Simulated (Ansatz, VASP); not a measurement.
## Pb2OF2: VASP beside Ansatz

INCAR

```
PREC = Accurate
ENCUT = 520
EDIFF = 1E-6
ISMEAR = 0
SIGMA = 0.01
LREAL = F
LASPH = T
NELM = 80
ALGO = Normal
ISIF = 2
LWAVE = F
LCHARG = T
GGA = PE
LELF = T
LVHAR = T
NBANDS = 32
```

The input KPOINTS:

```
Automatic mesh
0
Gamma
  1 1 1
```

POSCAR

```
Pb2OF2
1.0
    9.9600000000      0.0000000000      0.0000000000
    0.0000000000     11.3000000000      0.0000000000
    0.0000000000      0.0000000000     13.0700000000
Pb O F
2 1 2
Direct
    0.5312469900      0.5667345100      0.6559150700
    0.5312469900      0.5667345100      0.3442999200
    0.5479698800      0.6022053100      0.5001071200
    0.4518072300      0.3982300900      0.6506143800
    0.4518072300      0.3982300900      0.3496006100
```

Input for Ansatz:

```yaml
crystal:
  lattice:
    - [9.96, 0.0, 0.0]
    - [0.0, 11.3, 0.0]
    - [0.0, 0.0, 13.07]
  atoms:
    - { symbol: Pb, position: [0.53124699, 0.56673451, 0.65591507] }
    - { symbol: Pb, position: [0.53124699, 0.56673451, 0.34429992] }
    - { symbol: O, position: [0.54796988, 0.60220531, 0.50010712] }
    - { symbol: F, position: [0.45180723, 0.39823009, 0.65061438] }
    - { symbol: F, position: [0.45180723, 0.39823009, 0.34960061] }
basis:
  ecutwfc: 420
  ecutrho_ratio: 4
kpoints:
  mp_grid: { grid: [1, 1, 1] }
hamiltonian:
  xc: pbe
scf:
  occupations: { method: gaussian, width: 0.01 }
output:
  forces: true
  eigenvalues: true
  populations: true
```

Alike in both runs: task single point; functional PBE; k mesh 1 × 1 × 1; occupations gaussian, width 0.01 eV; no spin polarisation.

```csv
,VASP,Ansatz
version,VASP 6.6.1,Ansatz 0.2.0
potentials or method,"VASP PAW PBE potentials, release 64 (Pb_d, O, F), cutoff 520 eV","scalar-relativistic, plane waves, PAW"
valence electrons in the cell,48,48
```

```tsv
	VASP	Ansatz	Ansatz less VASP
gap on the k mesh at the Fermi level (eV)	3.31	3.32	+0.014
rms of the force components (eV/Å)	0.215	0.170	-0.0453
```

Atom by atom the forces differ by 0.046 eV/Å (rms over components). Ansatz's warnings: structure snapped to symmetry.

Neither program's run includes spin-orbit coupling.
